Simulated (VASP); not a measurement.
Input of a VASP 6.6.1 run:

File POSCAR:

```
SiC
1.0
    3.0752975777      0.0000000000      0.0000000000
   -1.5376487889      2.6632858265      0.0000000000
    0.0000000000      0.0000000000      5.0483410011
Si C
2 2
Direct
    0.3333333333      0.6666666667      0.4996013826
    0.6666666667      0.3333333333      0.9996013826
    0.3333333333      0.6666666667      0.8753986174
    0.6666666667      0.3333333333      0.3753986174
```

Contents of INCAR.step1:

```
ALGO = Normal
EDIFF = 1E-4
ENCUT = 520
GGA = PE
ISMEAR = 0
LASPH = T
LCHARG = F
LREAL = F
LWAVE = T
NBANDS = 16
NELM = 100
PREC = Accurate
SIGMA = 0.02
```

Contents of INCAR.step2:

```
ALGO = Normal
EDIFF = 1E-6
ENCUT = 520
ISIF = 2
ISMEAR = 0
ISTART = 1
LASPH = T
LCHARG = F
LMIXTAU = T
LREAL = F
LWAVE = F
METAGGA = R2SCAN
NBANDS = 16
NELM = 100
PREC = Accurate
SIGMA = 0.02
```

KPOINTS

```
k-points
0
Gamma
  12 12 6
```

Potentials or basis: VASP PAW PBE potentials, release 64 (Si, C).

Command:

```bash
$ cat potpaw_PBE.64/Si/POTCAR potpaw_PBE.64/C/POTCAR > POTCAR
$ cp INCAR.step1 INCAR
$ mpirun -np 1 vasp_std > vasp.out
$ cp INCAR.step2 INCAR
$ mpirun -np 1 vasp_std > vasp.out
```

Question: Estimate the band gap on the k mesh.

Answer: 2.66 eV, indirect (least direct gap 4.48 eV).

Question: Estimate the pressure.

Answer: -0.2 GPa.

Caveat: the PAW data sets were made with another functional, which shifts forces and pressure a little. r2SCAN opens gaps a little over a GGA but as a rule still falls short of measured ones.
